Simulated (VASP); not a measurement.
Wanted: the native input for a VASP 6.6.1 run.

| Item | Value |
| --- | --- |
| Task | single point |
| Functional | PBE |
| Potentials or basis | VASP PAW PBE potentials, release 64 (La, Si, O) |
| Cutoff | 520 eV |
| k mesh | 3 × 3 × 2 |
| Occupations | gaussian, width 0.1 eV |
| Spin | no spin polarisation |
| Dipole correction | no |
| Further INCAR settings | ALGO = Normal; EDIFF = 1e-06; NBANDS = 59 |

The structure of La3Si2O lies in POSCAR:

```
La3Si2O
1.0
    6.1311141700      0.0000000000      0.0000000000
   -3.0655570900      5.3097006300      0.0000000000
    0.0000000000      0.0000000000      8.4703589900
La Si O
6 4 2
Direct
    0.1525682700      0.8474317300      0.2500000000
    0.1525682700      0.3051365500      0.2500000000
    0.6948634500      0.8474317300      0.2500000000
    0.8474317300      0.1525682700      0.7500000000
    0.8474317300      0.6948634500      0.7500000000
    0.3051365500      0.1525682700      0.7500000000
    0.0000000000      0.0000000000      0.0931505900
    0.0000000000      0.0000000000      0.4068494100
    0.0000000000      0.0000000000      0.9068494100
    0.0000000000      0.0000000000      0.5931505900
    0.0000000000      0.0000000000      0.2500000000
    0.0000000000      0.0000000000      0.7500000000
```

The cell was built from a structure type or drawn by symmetry, and may not be a known phase.

The input as run:

INCAR

```
SYSTEM = La3Si2O
  PREC = Accurate
  ENCUT = 520
  EDIFF = 1E-6
  ISMEAR = 0
  SIGMA = 0.1
  LREAL = .False.
  LASPH = .True.
  NELM = 100
  ALGO = Normal
  ISIF = 2
  LWAVE = .False.
  LCHARG = .True.
  GGA = PE
  LELF = .True.
  LVHAR = .True.
  NBANDS = 59
```

KPOINTS

```
regular mesh
0
Gamma
  3 3 2
  0 0 0
```

Potentials or basis: VASP PAW PBE potentials, release 64 (La, Si, O).

Command:

```console
$ cat potpaw_PBE.64/La/POTCAR potpaw_PBE.64/Si/POTCAR potpaw_PBE.64/O/POTCAR > POTCAR
$ mpirun -np 1 vasp_std > vasp.out
```

Results of the run:

| Property | Result |
| --- | --- |
| Pressure | 155.6 GPa |
| Largest force | 46.200 eV/Å |
| Band gap on the k mesh | zero (bands 47 and 48 overlap by 0.43 eV) |

Caveat: the k points lie up to 0.39 Å⁻¹ apart; spin-orbit coupling is left out, which moves the levels of the heavy elements; forces of over 1 eV/Å act on the atoms, so gaps and moduli don't describe the material at rest.

Run time: 4 min on 1 thread of Intel(R) Xeon(R) Platinum 8488C (Sapphire Rapids) (shared host), peak memory 0.4 GiB.
